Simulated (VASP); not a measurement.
# TiN (Fm-3m) in VASP: a series of runs

The runs below take TiN through single point, with LDA.

Program: VASP 6.6.1. These are calculated values, not measurements. Logs are shortened: lines on timing, memory, paths and dates and some standing lists are left out, and cuts for length are marked.

## 1. The cell of the first run

The structure is cubic, space group Fm-3m (No. 225). Conventional cell: a = 4.238 Å, b = 4.238 Å, c = 4.238 Å, α = 90.00°, β = 90.00°, γ = 90.00°. Within 2.8 Å of Ti (site symmetry m-3m) lie 6 N at 2.12 Å. Within 2.8 Å of N (site symmetry m-3m) lie 6 Ti at 2.12 Å.

## 2. Single point, LDA

Input file INCAR:

```
SYSTEM = TiN
PREC = Accurate
ENCUT = 600
EDIFF = 1E-6
ISMEAR = -1
SIGMA = 0.1
LREAL = .FALSE.
LASPH = .TRUE.
NELM = 120
ALGO = Normal
ISIF = 2
LWAVE = .FALSE.
LCHARG = .FALSE.
GGA = CA
NBANDS = 16
GGA_COMPAT = .FALSE.
```

Input file KPOINTS:

```
regular mesh
0
G
  11 11 11
  0 0 0
```

Input file POSCAR:

```
TiN
1.0
    0.0000000000      2.1190000000      2.1190000000
    2.1190000000      0.0000000000      2.1190000000
    2.1190000000      2.1190000000      0.0000000000
Ti N
1 1
Direct
    0.0000000000      0.0000000000      0.0000000000
    0.5000000000      0.5000000000      0.5000000000
```

Potentials or basis: VASP PAW LDA potentials, release 64 (Ti_sv, N).

Run with:

```console
$ cat potpaw_LDA.64/Ti_sv/POTCAR potpaw_LDA.64/N/POTCAR > POTCAR
$ mpirun -np 1 vasp_std > vasp.out
```

OUTCAR:

```text
SYSTEM = TiN
   PREC = Accurate
   ENCUT = 600
   EDIFF = 1E-6
   ISMEAR = -1
   LREAL = .FALSE.
   LASPH = .TRUE.
   NELM = 120
   ISIF = 2
   GGA = CA

 ion  position               nearest neighbor table
   1  0.000  0.000  0.000-   2 2.12   2 2.12   2 2.12   2 2.12   2 2.12   2 2.12
   2  0.500  0.500  0.500-   1 2.12   1 2.12   1 2.12   1 2.12   1 2.12   1 2.12

  LATTYP: Found a face centered cubic cell.
 ALAT       =     4.2380000000

  Lattice vectors:

 A1 = (   0.0000000000,   2.1190000000,   2.1190000000)
 A2 = (   2.1190000000,   0.0000000000,   2.1190000000)
 A3 = (   2.1190000000,   2.1190000000,   0.0000000000)

Analysis of symmetry for initial positions (statically):
=====================================================================
 Subroutine PRICEL returns:
 Original cell was already a primitive cell.

 Routine SETGRP: Setting up the symmetry group for a
 face centered cubic supercell.

 Subroutine GETGRP returns: Found 48 space group operations
 (whereof 48 operations were pure point group operations)
 out of a pool of 48 trial point group operations.

The static configuration has the point symmetry O_h .

Analysis of symmetry for dynamics (positions and initial velocities):
=====================================================================
 Subroutine PRICEL returns:
 Original cell was already a primitive cell.

 Routine SETGRP: Setting up the symmetry group for a
 face centered cubic supercell.

 Subroutine GETGRP returns: Found 48 space group operations
 (whereof 48 operations were pure point group operations)
 out of a pool of 48 trial point group operations.

The dynamic configuration has the point symmetry O_h .

 Subroutine INISYM returns: Found 48 space group operations
 (whereof 48 operations are pure point group operations),
 and found     1 'primitive' translations

----------------------------------------------------------------------------------------

                                     Primitive cell

  volume of cell :      19.0293

  direct lattice vectors                    reciprocal lattice vectors
     0.000000000  2.119000000  2.119000000    -0.235960359  0.235960359  0.235960359
     2.119000000  0.000000000  2.119000000     0.235960359 -0.235960359  0.235960359
     2.119000000  2.119000000  0.000000000     0.235960359  0.235960359 -0.235960359

  length of vectors
     2.996718539  2.996718539  2.996718539     0.408695330  0.408695330  0.408695330

  position of ions in fractional coordinates (direct lattice)
     0.000000000  0.000000000  0.000000000
     0.500000000  0.500000000  0.500000000

  ion indices of the primitive-cell ions
   primitive index   ion index
                 1           1
                 2           2

----------------------------------------------------------------------------------------

 KPOINTS: regular mesh

Automatic generation of k-mesh.
 Grid dimensions read from file:
 generate k-points for:   11   11   11

 Generating k-lattice:

  Cartesian coordinates                     Fractional coordinates (reciprocal lattice)
    -0.021450942  0.021450942  0.021450942     0.090909091  0.000000000  0.000000000
     0.021450942 -0.021450942  0.021450942     0.000000000  0.090909091  0.000000000
     0.021450942  0.021450942 -0.021450942     0.000000000  0.000000000  0.090909091

  Length of vectors
     0.037154121  0.037154121  0.037154121

  Shift w.r.t. Gamma in fractional coordinates (k-lattice)
     0.000000000  0.000000000  0.000000000

 Subroutine IBZKPT returns following result:
 ===========================================

 Found     56 irreducible k-points:

 Following reciprocal coordinates:
            Coordinates               Weight
  0.000000  0.000000  0.000000      1.000000
  0.090909  0.000000  0.000000      8.000000
  0.181818  0.000000  0.000000      8.000000
  0.272727  0.000000  0.000000      8.000000
  0.363636  0.000000  0.000000      8.000000
  0.454545  0.000000  0.000000      8.000000
[... 16 lines left out ...]
 -0.272727  0.181818  0.000000     24.000000
 -0.181818  0.181818  0.000000     12.000000
 [... further k-points ...]
   k-points           NKPTS =     56   k-points in BZ     NKDIM =     56   number of bands    NBANDS=     16
   number of dos      NEDOS =    301   number of ions     NIONS =      2
   total plane-waves  NPLWV =  13824
   dimension x,y,z NGX =    24 NGY =   24 NGZ =   24
   dimension x,y,z NGXF=    48 NGYF=   48 NGZF=   48
   ions per type =               1   1
   NGX,Y,Z   is equivalent  to a cutoff of  13.31, 13.31, 13.31 a.u.
   NGXF,Y,Z  is equivalent  to a cutoff of  26.63, 26.63, 26.63 a.u.
 SYSTEM =  TiN
   PREC   = accura    normal or accurate (medium, high low for compatibility)
   ISTART =      0    job   : 0-new  1-cont  2-samecut
   ICHARG =      2    charge: 1-file 2-atom 10-const
   ISPIN  =      1    spin polarized calculation?
   LNONCOLLINEAR =      F non collinear calculations
   LSORBIT =      F    spin-orbit coupling
   LASPH  =      T    aspherical Exc in radial PAW
   ENCUT  =  600.0 eV  44.10 Ry    6.64 a.u.   5.99  5.99  5.99*2*pi/ulx,y,z
   NELM   =    120;   NELMIN=  2; NELMDL= -5     # of ELM steps
   EDIFF  = 0.1E-05   stopping-criterion for ELM
   LREAL  =      F    real-space projection
   EDIFFG = 0.1E-04   stopping-criterion for IOM
   NSW    =      0    number of steps for IOM
   IBRION =     -1    ionic relax: 0-MD 1-quasi-New 2-CG
   NFREE  =      0    steps in history (QN), initial steepest desc. (CG)
   ISIF   =      2    stress and relaxation
   ISYM   =      2    0-nonsym 1-usesym 2-fastsym
   POTIM  = 0.5000    time-step for ionic-motion
   TEBEG  =    0.0;   TEEND  =   0.0 temperature during run
   PSTRESS=    0.0 pullay stress
   NELECT =      17.0000    total number of electrons
   NUPDOWN=      -1.0000    fix difference up-down
   EMIN   =  10.00;   EMAX   =-10.00  energy-range for DOS
   EFERMI =   0.00;   METHOD = LEGACY
   ISMEAR =    -1;   SIGMA  =   0.10  broadening in eV -4-tet -1-fermi 0-gaus
   EFERMI_NEDOS =   21; number of points for ismear=-14 and -15
   IALGO  =     38    algorithm
   IMIX   =      4    mixing-type and parameters
     AMIX     =   0.40;   BMIX     =  1.00
     AMIX_MAG =   1.60;   BMIX_MAG =  1.00
  volume/ion in A,a.u.               =       9.51        64.21
  Fermi-wavevector in a.u.,A,eV,Ry     =   1.576704  2.979539 33.824024  2.485996
  Thomas-Fermi vector in A             =   2.677497
   LORBIT       =      0    0 simple, 1 ext, 2 COOP (PROOUT), +10 PAW based schemes
   GGA     = CA    functional components
   LHFCALC =     F    Hartree Fock is set to
   AEXX    =    0.0000 exact exchange contribution
   IVDW    =     0    specifies the selected vdW correction
   LEPSILON=     F    determine dielectric tensor
   LRPA    =     F    only Hartree local field effects (RPA)
 non-spin polarized calculation
  energy-cutoff  :      600.00
  volume of cell :       19.03
 maximum number of plane-waves:       648
   NGX = 11   NGY = 11   NGZ = 11

 number of electron      17.0000002 magnetization

 Free energy of the ion-electron system (eV)
  ---------------------------------------------------
  ext. energy  EPLUGINS =         0.00000000
  ---------------------------------------------------
  free energy    TOTEN  =       -21.64890769 eV

  energy without entropy =      -21.61660256  energy(sigma->0) =      -21.63275513

 E-fermi :  11.2008     XC(G=0): -13.3862

 val. band max:       11.2005860082   @ k =  -0.1818   0.0909   0.0000
 cond. band min:      11.2124780324   @ k =   0.4545   0.1818   0.0000
 fundamental gap:      0.0118920242
 Fermi energy:        11.2007693979

 k-point     1 :       0.0000    0.0000    0.0000
  band No.  band energies     occupation
      1     -45.9244      2.00000
      2     -22.2803      2.00000
      3     -22.2803      2.00000
      4     -22.2803      2.00000
      5      -5.6360      2.00000
      6       9.2106      2.00000
[... 8 lines left out ...]
     15      24.3985      0.00000
     16      31.0312      0.00000

 k-point     2 :       0.0909    0.0000    0.0000
  band No.  band energies     occupation
      1     -45.9162      2.00000
      2     -22.3366      2.00000
      3     -22.2850      2.00000
      4     -22.2850      2.00000
      5      -5.4722      2.00000
      6       8.3644      2.00000
[... 8 lines left out ...]
     15      24.5118      0.00000
     16      30.7985      0.00000

 k-point     3 :       0.1818    0.0000    0.0000
  band No.  band energies     occupation
      1     -45.8941      2.00000
      2     -22.4851      2.00000
      3     -22.2975      2.00000
      4     -22.2975      2.00000
      5      -5.0140      2.00000
      6       6.8652      2.00000
[... 8 lines left out ...]
     15      24.4465      0.00000
     16      29.8771      0.00000

 k-point     4 :       0.2727    0.0000    0.0000
  band No.  band energies     occupation
      1     -45.8650      2.00000
      2     -22.6744      2.00000
      3     -22.3138      2.00000
      4     -22.3138      2.00000
      5      -4.3560      2.00000
      6       5.3296      2.00000
[... 8 lines left out ...]
     15      24.0995      0.00000
     16      28.3410      0.00000
[... 324 lines left out ...]
 k-point    22 :      -0.3636    0.1818    0.0000
  band No.  band energies     occupation
      1     -45.8126      2.00000
      2     -22.8463      2.00000
      3     -22.4816      2.00000
      4     -22.3534      2.00000
      5      -3.4106      2.00000
      6       3.9117      2.00000
[... 8 lines left out ...]
     15      23.8218      0.00000
     16      25.2818      0.00000

 k-point    23 :      -0.2727    0.1818    0.0000
  band No.  band energies     occupation
      1     -45.8305      2.00000
      2     -22.7600      2.00000
      3     -22.4681      2.00000
      4     -22.3258      2.00000
      5      -3.7561      2.00000
      6       4.3910      2.00000
[... 8 lines left out ...]
     15      23.5712      0.00000
     16      25.8111      0.00000

 k-point    24 :      -0.1818    0.1818    0.0000
  band No.  band energies     occupation
      1     -45.8552      2.00000
      2     -22.6521      2.00000
      3     -22.4180      2.00000
      4     -22.3031      2.00000
      5      -4.2474      2.00000
      6       5.1739      2.00000
[... 8 lines left out ...]
     15      23.9310      0.00000
     16      26.6706      0.00000

 [... further k-points ...]
[... 5 lines left out ...]
  --------------------------------------------------------------------------------------
  -------------------------------------------------------------------------------------
  Total       -1.4989622     -1.4989622     -1.4989622      0.0000000      0.0000000      0.0000000
  in kB     -126.2055325   -126.2055325   -126.2055325      0.0000000      0.0000000      0.0000000
  external PRESSURE =    -126.2055325 kB  Pullay stress =       0.0000000 kB

 VOLUME and BASIS-vectors are now :
 -----------------------------------------------------------------------------
  energy-cutoff  :      600.00
  volume of cell :       19.03
      direct lattice vectors                 reciprocal lattice vectors
     0.000000000  2.119000000  2.119000000    -0.235960359  0.235960359  0.235960359
     2.119000000  0.000000000  2.119000000     0.235960359 -0.235960359  0.235960359
     2.119000000  2.119000000  0.000000000     0.235960359  0.235960359 -0.235960359

 POSITION                                       TOTAL-FORCE (eV/Angst)
 -----------------------------------------------------------------------------------
      0.00000      0.00000      0.00000         0.000000      0.000000      0.000000
      2.11900      2.11900      2.11900         0.000000      0.000000     -0.000000
 -----------------------------------------------------------------------------------
    total drift:                                0.000000     -0.000000     -0.000000

  FREE ENERGIE OF THE ION-ELECTRON SYSTEM (eV)
  ---------------------------------------------------
  free  energy   TOTEN  =       -21.6489076876 eV

  energy  without entropy=      -21.6166025630  energy(sigma->0) =      -21.63275513
```

It took 14 s on 1 thread of Intel Xeon Platinum 8488C (Sapphire Rapids), shared host; peak memory 0.13 GiB.

Results:

```
Free energy            : -21.6489 eV
Pressure               : -12.6 GPa
Band gap on the k mesh : zero (an odd number of electrons rules out a gap without spin polarisation)
```

Caveat: the cell stands under tension.

[end of part 1 of 2]
